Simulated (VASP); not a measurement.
Here is a VASP 6.6.1 calculation.

INCAR

```
SYSTEM = Hf
ALGO = Normal
EDIFF = 1E-6
ENCUT = 520
GGA = PE
ISIF = 2
ISMEAR = -1
LASPH = .True.
LCHARG = .False.
LREAL = .False.
LWAVE = .False.
NBANDS = 11
NELM = 80
PREC = Accurate
SIGMA = 0.08
```

Contents of KPOINTS:

```
k-points
0
Gamma
  17 17 17
  0 0 0
```

Contents of POSCAR:

```
Hf
1.0
   -1.4535096590      1.4535096590      1.4535096590
    1.4535096590     -1.4535096590      1.4535096590
    1.4535096590      1.4535096590     -1.4535096590
Hf
1
Direct
    0.0000000000      0.0000000000      0.0000000000
```

Potentials or basis: VASP PAW PBE potentials, release 64 (Hf_pv).

The run is started by

```sh
$ cat potpaw_PBE.64/Hf_pv/POTCAR > POTCAR
$ mpirun -np 1 vasp_std > vasp.out
```

Q: Estimate the band gap on the k mesh.

A: Zero (band 5 reaches 11.13 eV, above the bottom of band 6 at 8.45 eV).

Q: Predict the pressure.

A: 163.5 GPa.

Caveat: spin-orbit coupling is left out, which moves the levels of the heavy elements.
